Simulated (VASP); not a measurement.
# Ge in VASP: further runs

The runs below take Ge through single point, with PBE+D3(BJ).

All numbers are computed with VASP 6.6.1; they aren't measurements. Logs are shortened: lines on timing, memory, paths and dates and some standing lists are left out, and cuts for length are marked.

### Step 1. The cell of the first run

The cell holds a slab with vacuum, 4 atoms: a = 4.023 Å, b = 4.023 Å, c = 18.869 Å, α = 90.00°, β = 90.00°, γ = 120.00°.

### Step 2. Single point, PBE+D3(BJ) (layers slid over each other)

The input, INCAR:

```
ALGO = Normal
DIPOL = 0.5 0.5 0.390
EDIFF = 1E-6
ENCUT = 520
GGA = PE
IDIPOL = 3
ISIF = 2
ISMEAR = 0
IVDW = 12
LASPH = True
LCHARG = False
LDIPOL = True
LREAL = False
LWAVE = False
NBANDS = 36
NELM = 100
PREC = Accurate
SIGMA = 0.1
```

The input, KPOINTS:

```
k-points
0
Gamma
  9 9 1
```

The input, POSCAR:

```
Ge
1.0
    4.0226895355      0.0000000000      0.0000000000
   -2.0113447678      3.4837513293      0.0000000000
    0.0000000000      0.0000000000     18.8685220287
Ge
4
Direct
    0.3333333333      0.6666666667      0.2747571329
    0.6666666667      0.3333333333      0.2384924475
    0.8888888889      0.7777777778      0.5415645175
    0.5555555556      1.1111111111      0.5052998322
```

Potentials or basis: VASP PAW PBE potentials, release 64 (Ge_d).

The run is started by

```bash
> cat potpaw_PBE.64/Ge_d/POTCAR > POTCAR
> mpirun -np 1 vasp_std > vasp.out
```

OUTCAR:

```text
EDIFF = 1E-6
   ENCUT = 520
   GGA = PE
   ISIF = 2
   ISMEAR = 0
   IVDW = 12
   LASPH = True
   LREAL = False
   NELM = 100
   PREC = Accurate
 IVDW          = 12

 ion  position               nearest neighbor table
   1  0.333  0.667  0.275-   2 2.42   2 2.42   2 2.42
   2  0.667  0.333  0.238-   1 2.42   1 2.42   1 2.42
   3  0.889  0.778  0.542-   4 2.42   4 2.42   4 2.42
   4  0.556  0.111  0.505-   3 2.42   3 2.42   3 2.42

  LATTYP: Found a hexagonal cell.
 ALAT       =     4.0226895355
 C/A-ratio  =     4.6905240542

  Lattice vectors:

 A1 = (   4.0226895355,   0.0000000000,   0.0000000000)
 A2 = (  -2.0113447678,   3.4837513293,   0.0000000000)
 A3 = (   0.0000000000,   0.0000000000,  18.8685220287)

Analysis of symmetry for initial positions (statically):
=====================================================================
 Subroutine PRICEL returns:
 Original cell was already a primitive cell.

 Routine SETGRP: Setting up the symmetry group for a
 hexagonal supercell.

 Subroutine GETGRP returns: Found  2 space group operations
 (whereof  2 operations were pure point group operations)
 out of a pool of 24 trial point group operations.

The static configuration has the point symmetry C_1h.

Analysis of symmetry for dynamics (positions and initial velocities):
=====================================================================
 Subroutine PRICEL returns:
 Original cell was already a primitive cell.

 Routine SETGRP: Setting up the symmetry group for a
 hexagonal supercell.

 Subroutine GETGRP returns: Found  2 space group operations
 (whereof  2 operations were pure point group operations)
 out of a pool of 24 trial point group operations.

The dynamic configuration has the point symmetry C_1h.

 Subroutine INISYM returns: Found  2 space group operations
 (whereof  2 operations are pure point group operations),
 and found     1 'primitive' translations

----------------------------------------------------------------------------------------

                                     Primitive cell

  volume of cell :     264.4244

  direct lattice vectors                    reciprocal lattice vectors
     4.022689535  0.000000000  0.000000000     0.248589903  0.143523447  0.000000000
    -2.011344768  3.483751329  0.000000000     0.000000000  0.287046894  0.000000000
     0.000000000  0.000000000 18.868522029     0.000000000  0.000000000  0.052998322

  length of vectors
     4.022689535  4.022689536 18.868522029     0.287046894  0.287046894  0.052998322

  position of ions in fractional coordinates (direct lattice)
     0.333333333  0.666666667  0.274757133
     0.666666667  0.333333333  0.238492448
     0.888888889  0.777777778  0.541564517
     0.555555556  0.111111111  0.505299832

  ion indices of the primitive-cell ions
   primitive index   ion index
                 1           1
                 2           2
                 3           3
                 4           4

----------------------------------------------------------------------------------------

 KPOINTS: k-points

Automatic generation of k-mesh.
 Grid dimensions read from file:
 generate k-points for:    9    9    1

 Generating k-lattice:

  Cartesian coordinates                     Fractional coordinates (reciprocal lattice)
     0.027621100  0.015947050  0.000000000     0.111111111  0.000000000  0.000000000
     0.000000000  0.031894099  0.000000000     0.000000000  0.111111111  0.000000000
     0.000000000  0.000000000  0.052998322     0.000000000  0.000000000  1.000000000

  Length of vectors
     0.031894099  0.031894099  0.052998322

  Shift w.r.t. Gamma in fractional coordinates (k-lattice)
     0.000000000  0.000000000  0.000000000

 Subroutine IBZKPT returns following result:
 ===========================================

 Found     25 irreducible k-points:

 Following reciprocal coordinates:
            Coordinates               Weight
  0.000000  0.000000  0.000000      1.000000
  0.111111  0.000000  0.000000      4.000000
  0.000000  0.111111  0.000000      2.000000
  0.222222  0.000000  0.000000      4.000000
  0.000000  0.222222  0.000000      2.000000
  0.333333  0.000000  0.000000      4.000000
[... 16 lines left out ...]
 -0.222222 -0.444444  0.000000      4.000000
  0.444444  0.333333  0.000000      4.000000
   k-points           NKPTS =     25   k-points in BZ     NKDIM =     25   number of bands    NBANDS=     36
   number of dos      NEDOS =    301   number of ions     NIONS =      4
   total plane-waves  NPLWV = 126000
   dimension x,y,z NGX =    30 NGY =   30 NGZ =  140
   dimension x,y,z NGXF=    60 NGYF=   60 NGZF=  280
   ions per type =               4
   NGX,Y,Z   is equivalent  to a cutoff of  12.40, 12.40, 12.34 a.u.
   NGXF,Y,Z  is equivalent  to a cutoff of  24.80, 24.80, 24.67 a.u.
 SYSTEM =  unknown system
   PREC   = accura    normal or accurate (medium, high low for compatibility)
   ISTART =      0    job   : 0-new  1-cont  2-samecut
   ICHARG =      2    charge: 1-file 2-atom 10-const
   ISPIN  =      1    spin polarized calculation?
   LNONCOLLINEAR =      F non collinear calculations
   LSORBIT =      F    spin-orbit coupling
   LASPH  =      T    aspherical Exc in radial PAW
   ENCUT  =  520.0 eV  38.22 Ry    6.18 a.u.   7.48  7.48 35.08*2*pi/ulx,y,z
   NELM   =    100;   NELMIN=  2; NELMDL= -5     # of ELM steps
   EDIFF  = 0.1E-05   stopping-criterion for ELM
   LREAL  =      F    real-space projection
   EDIFFG = 0.1E-04   stopping-criterion for IOM
   NSW    =      0    number of steps for IOM
   IBRION =     -1    ionic relax: 0-MD 1-quasi-New 2-CG
   NFREE  =      0    steps in history (QN), initial steepest desc. (CG)
   ISIF   =      2    stress and relaxation
   ISYM   =      2    0-nonsym 1-usesym 2-fastsym
   POTIM  = 0.5000    time-step for ionic-motion
   TEBEG  =    0.0;   TEEND  =   0.0 temperature during run
   PSTRESS=    0.0 pullay stress
   NELECT =      56.0000    total number of electrons
   NUPDOWN=      -1.0000    fix difference up-down
   EMIN   =  10.00;   EMAX   =-10.00  energy-range for DOS
   EFERMI =   0.00;   METHOD = LEGACY
   ISMEAR =     0;   SIGMA  =   0.10  broadening in eV -4-tet -1-fermi 0-gaus
   EFERMI_NEDOS =   21; number of points for ismear=-14 and -15
   IALGO  =     38    algorithm
   IMIX   =      4    mixing-type and parameters
     AMIX     =   0.40;   BMIX     =  1.00
     AMIX_MAG =   1.60;   BMIX_MAG =  1.00
  volume/ion in A,a.u.               =      66.11       446.11
  Fermi-wavevector in a.u.,A,eV,Ry     =   0.975821  1.844035 12.955840  0.952227
  Thomas-Fermi vector in A             =   2.106391
   LORBIT       =      0    0 simple, 1 ext, 2 COOP (PROOUT), +10 PAW based schemes
   GGA     = PE    functional components
   LHFCALC =     F    Hartree Fock is set to
   AEXX    =    0.0000 exact exchange contribution
   IVDW    =    12    specifies the selected vdW correction
   LEPSILON=     F    determine dielectric tensor
   LRPA    =     F    only Hartree local field effects (RPA)
 non-spin polarized calculation
 Gauss-broadening in eV      SIGMA  =   0.10
  energy-cutoff  :      520.00
  volume of cell :      264.42
 maximum number of plane-waves:      7165
 NGX is ok and might be reduce to    30
   NGX = 15   NGY = 15   NGZ = 71

 dipolmoment           0.000000      0.000000     -0.000003 electrons x Angstroem

 number of electron      56.0000011 magnetization

 dipolmoment           0.000000      0.000000      0.001549 electrons x Angstroem

 Free energy of the ion-electron system (eV)
  ---------------------------------------------------
  ext. energy  EPLUGINS =         0.00000000
  ---------------------------------------------------
  free energy    TOTEN  =       -16.17572204 eV

  energy without entropy =      -16.17411564  energy(sigma->0) =      -16.17491884

 E-fermi :  -1.3425     XC(G=0):  -4.4713

 val. band max:       -1.4173959230   @ k =   0.3333   0.3333   0.0000
 cond. band min:      -1.2675331368   @ k =   0.3333   0.3333   0.0000
 fundamental gap:      0.1498627862
 Fermi energy:        -1.3424645029

 k-point     1 :       0.0000    0.0000    0.0000
  band No.  band energies     occupation
      1     -25.8537      2.00000
      2     -25.8536      2.00000
      3     -25.8390      2.00000
      4     -25.8389      2.00000
      5     -25.8034      2.00000
      6     -25.8033      2.00000
[... 28 lines left out ...]
     35       2.5815      0.00000
     36       2.5913      0.00000

 k-point     2 :       0.1111    0.0000    0.0000
  band No.  band energies     occupation
      1     -25.8602      2.00000
      2     -25.8583      2.00000
      3     -25.8454      2.00000
      4     -25.8436      2.00000
      5     -25.8153      2.00000
      6     -25.8007      2.00000
[... 28 lines left out ...]
     35       3.0595      0.00000
     36       3.0834      0.00000

 k-point     3 :       0.0000    0.1111    0.0000
  band No.  band energies     occupation
      1     -25.8601      2.00000
      2     -25.8584      2.00000
      3     -25.8455      2.00000
      4     -25.8436      2.00000
      5     -25.8154      2.00000
      6     -25.8008      2.00000
[... 28 lines left out ...]
     35       3.0650      0.00000
     36       3.0856      0.00000
[... 742 lines left out ...]
 k-point    23 :      -0.2222   -0.4444    0.0000
  band No.  band energies     occupation
      1     -25.8927      2.00000
      2     -25.8779      2.00000
      3     -25.8633      2.00000
      4     -25.8558      2.00000
      5     -25.8487      2.00000
      6     -25.8411      2.00000
[... 28 lines left out ...]
     35       4.3460      0.00000
     36       5.1720      0.00000

 k-point    24 :       0.4444    0.3333    0.0000
  band No.  band energies     occupation
      1     -25.8926      2.00000
      2     -25.8779      2.00000
      3     -25.8633      2.00000
      4     -25.8559      2.00000
      5     -25.8486      2.00000
      6     -25.8411      2.00000
[... 28 lines left out ...]
     35       4.3159      0.00000
     36       5.1721      0.00000

 [... further k-points ...]

------------------------ aborting loop because EDIFF is reached ----------------------------------------

 vacuum level on the upper side and lower side of the slab       (xc-potential included)        -0.162        -0.180

 Edisp (eV)   -0.75083

 E8    (eV) :    -0.3433

  FORCE on cell =-STRESS in cart. coord.  units (eV):
  Direction    XX          YY          ZZ          XY          YZ          ZX
  --------------------------------------------------------------------------------------
  -------------------------------------------------------------------------------------
  Total      -0.19293    -0.18082    -0.67848     0.00000    -0.01190     0.00000
  in kB      -1.16900    -1.09558    -4.11101     0.00000    -0.07212     0.00000
  external pressure =       -2.13 kB  Pullay stress =        0.00 kB

 VOLUME and BASIS-vectors are now :
 -----------------------------------------------------------------------------
  energy-cutoff  :      520.00
  volume of cell :      264.42
      direct lattice vectors                 reciprocal lattice vectors
     4.022689535  0.000000000  0.000000000     0.248589903  0.143523447  0.000000000
    -2.011344768  3.483751329  0.000000000     0.000000000  0.287046894  0.000000000
     0.000000000  0.000000000 18.868522029     0.000000000  0.000000000  0.052998322

 POSITION                                       TOTAL-FORCE (eV/Angst)
 -----------------------------------------------------------------------------------
     -0.00000      2.32250      5.18426        -0.000000      0.001055      0.105791
      2.01134      1.16125      4.50000        -0.000000      0.001573      0.029198
      2.01134      2.70958     10.21852        -0.000000      0.001304     -0.022688
      2.01134      0.38708      9.53426         0.000000     -0.003931     -0.112300
 -----------------------------------------------------------------------------------
    total drift:                                0.000005     -0.000010     -0.003842

  FREE ENERGIE OF THE ION-ELECTRON SYSTEM (eV)
  ---------------------------------------------------
  free  energy   TOTEN  =       -16.9265505102 eV

  energy  without entropy=      -16.9249441136  energy(sigma->0) =      -16.92574731

 vacuum level on the upper side and lower side of the slab         3.028         3.012
```

It took 3.2 min on 1 thread of AMD EPYC 9R45 (Zen 5), shared host; peak memory 0.41 GiB.

What came out:

```yaml
Free_energy: -16.9266 eV
Largest_force: 0.112 eV/Å
Band_gap_on_the_k_mesh: 0.15 eV
Dispersion_energy_per_atom: -0.188 eV
```

Forces on the atoms (eV/Å):
```
Ge   0.000  0.001  0.106
Ge   0.000  0.002  0.029
Ge   0.000  0.001 -0.023
Ge   0.000 -0.004 -0.112
```

Caveat: the cell differs from its parent crystal (layers slid over each other).

### Step 3. Single point, PBE+D3(BJ) (layers slid over each other)

The input, INCAR:

```
SYSTEM = Ge
PREC = Accurate
ENCUT = 520
EDIFF = 1E-6
ISMEAR = 0
SIGMA = 0.1
LREAL = .False.
LASPH = .True.
NELM = 80
ALGO = Normal
ISIF = 2
LWAVE = .False.
LCHARG = .True.
LDIPOL = .True.
IDIPOL = 3
DIPOL = 0.5 0.5 0.390
GGA = PE
IVDW = 12
LELF = .True.
LVHAR = .True.
LVACPOTAV = .True.
NBANDS = 36
```

The input, KPOINTS:

```
regular mesh
0
Gamma
  9 9 1
  0 0 0
```

Edit POSCAR of step 2 so:

```diff
@@ -10,3 +10,3 @@
     0.6666666667      0.3333333333      0.2384924475
-    0.8888888889      0.7777777778      0.5415645175
-    0.5555555556      1.1111111111      0.5052998322
+    1.1111111111      1.2222222222      0.5415645175
+    0.7777777778      1.5555555556      0.5052998322
```

Potentials or basis: VASP PAW PBE potentials, release 64 (Ge_d).

The run is started by

```bash
> cat potpaw_PBE.64/Ge_d/POTCAR > POTCAR
> mpirun -np 1 vasp_std > vasp.out
```

OUTCAR:

```text
SYSTEM = Ge
   PREC = Accurate
   ENCUT = 520
   EDIFF = 1E-6
   ISMEAR = 0
   LREAL = .False.
   LASPH = .True.
   NELM = 80
   ISIF = 2
   GGA = PE
   IVDW = 12
 IVDW          = 12

 ion  position               nearest neighbor table
   1  0.333  0.667  0.275-   2 2.42   2 2.42   2 2.42
   2  0.667  0.333  0.238-   1 2.42   1 2.42   1 2.42
   3  0.111  0.222  0.542-   4 2.42   4 2.42   4 2.42
   4  0.778  0.556  0.505-   3 2.42   3 2.42   3 2.42

  LATTYP: Found a hexagonal cell.
 ALAT       =     4.0226895355
 C/A-ratio  =     4.6905240542

  Lattice vectors:

 A1 = (   4.0226895355,   0.0000000000,   0.0000000000)
 A2 = (  -2.0113447678,   3.4837513293,   0.0000000000)
 A3 = (   0.0000000000,   0.0000000000,  18.8685220287)

Analysis of symmetry for initial positions (statically):
=====================================================================
 Subroutine PRICEL returns:
 Original cell was already a primitive cell.

 Routine SETGRP: Setting up the symmetry group for a
 hexagonal supercell.

 Subroutine GETGRP returns: Found  2 space group operations
 (whereof  2 operations were pure point group operations)
 out of a pool of 24 trial point group operations.

[... 173 lines left out ...]
 cond. band min:      -1.2893336461   @ k =   0.3333   0.3333   0.0000
 fundamental gap:      0.1109002800
 Fermi energy:        -1.3447032924

 k-point     1 :       0.0000    0.0000    0.0000
  band No.  band energies     occupation
      1     -25.8516      2.00000
      2     -25.8516      2.00000
      3     -25.8406      2.00000
      4     -25.8405      2.00000
      5     -25.8013      2.00000
      6     -25.8012      2.00000
[... 925 lines left out ...]
     35       4.3660      0.00000
     36       5.1593      0.00000

 [... further k-points ...]

------------------------ aborting loop because EDIFF is reached ----------------------------------------

 Edisp (eV)   -0.75094

 E8    (eV) :    -0.3433

  FORCE on cell =-STRESS in cart. coord.  units (eV):
  Direction    XX          YY          ZZ          XY          YZ          ZX
  --------------------------------------------------------------------------------------
  -------------------------------------------------------------------------------------
  Total      -0.17857    -0.19484    -0.67890     0.00000     0.00426    -0.00000
  in kB      -1.08195    -1.18055    -4.11356     0.00000     0.02583    -0.00000
  external pressure =       -2.13 kB  Pullay stress =        0.00 kB

 VOLUME and BASIS-vectors are now :
 -----------------------------------------------------------------------------
  energy-cutoff  :      520.00
  volume of cell :      264.42
      direct lattice vectors                 reciprocal lattice vectors
     4.022689535  0.000000000  0.000000000     0.248589903  0.143523447  0.000000000
    -2.011344768  3.483751329  0.000000000     0.000000000  0.287046894  0.000000000
     0.000000000  0.000000000 18.868522029     0.000000000  0.000000000  0.052998322

 POSITION                                       TOTAL-FORCE (eV/Angst)
 -----------------------------------------------------------------------------------
     -0.00000      2.32250      5.18426        -0.000000      0.000823      0.104792
      2.01134      1.16125      4.50000         0.000000     -0.001518      0.029760
     -0.00000      0.77417     10.21852        -0.000000      0.000067     -0.024432
      2.01134      1.93542      9.53426        -0.000000      0.000627     -0.110120
 -----------------------------------------------------------------------------------
    total drift:                               -0.000006      0.000011     -0.003603

  FREE ENERGIE OF THE ION-ELECTRON SYSTEM (eV)
  ---------------------------------------------------
  free  energy   TOTEN  =       -16.9257773201 eV

  energy  without entropy=      -16.9236842488  energy(sigma->0) =      -16.92473078

 vacuum level on the upper side and lower side of the slab         3.136         3.120
```

OSZICAR:

```text
N       E                     dE             d eps       ncg     rms          rms(c)
DAV:   1     0.495464212460E+03    0.49546E+03   -0.29735E+04  2124   0.268E+03
DAV:   2     0.640649839237E+02   -0.43140E+03   -0.42279E+03  1968   0.684E+02
DAV:   3    -0.122979800032E+02   -0.76363E+02   -0.75738E+02  2488   0.190E+02
[... 13 lines left out ...]
DAV:  17    -0.161747809524E+02   -0.12462E-03   -0.53388E-06  1444   0.278E-02    0.166E-03
DAV:  18    -0.161748226618E+02   -0.41709E-04   -0.16454E-06  1444   0.254E-02    0.986E-04
DAV:  19    -0.161748381438E+02   -0.15482E-04   -0.10165E-06  1376   0.112E-02    0.528E-04
DAV:  20    -0.161748395312E+02   -0.13874E-05   -0.14768E-07  1456   0.800E-03    0.297E-04
DAV:  21    -0.161748399474E+02   -0.41627E-06   -0.51406E-08  1240   0.257E-03
   1 F= -.16925777E+02 E0= -.16924731E+02  d E =-.209307E-02
```

Run time: 3.4 min. Hardware: 1 thread of AMD EPYC 9R45 (Zen 5), shared host; peak memory 0.41 GiB.

Results:

```yaml
Free_energy: -16.9258 eV
Largest_force: 0.110 eV/Å
Band_gap_on_the_k_mesh: 0.11 eV
Dispersion_energy_per_atom: -0.188 eV
```

Forces on the atoms (eV/Å):
```
Ge   0.000  0.001  0.105
Ge   0.000 -0.002  0.030
Ge   0.000  0.000 -0.024
Ge   0.000  0.001 -0.110
```

Levels at points of the mesh, in eV from the valence-band top:
| k point | band 25 | band 26 | band 27 | band 28 | band 29 | band 30 | band 31 | band 32 |
| --- | --- | --- | --- | --- | --- | --- | --- | --- |
| (0.00, 0.00, 0.00) | -0.40 | -0.39 | -0.38 | -0.37 | 0.58 | 0.69 | 2.05 | 3.15 |

Caveat: the cell differs from its parent crystal (layers slid over each other).

(Part 1 of 2 ends here.)
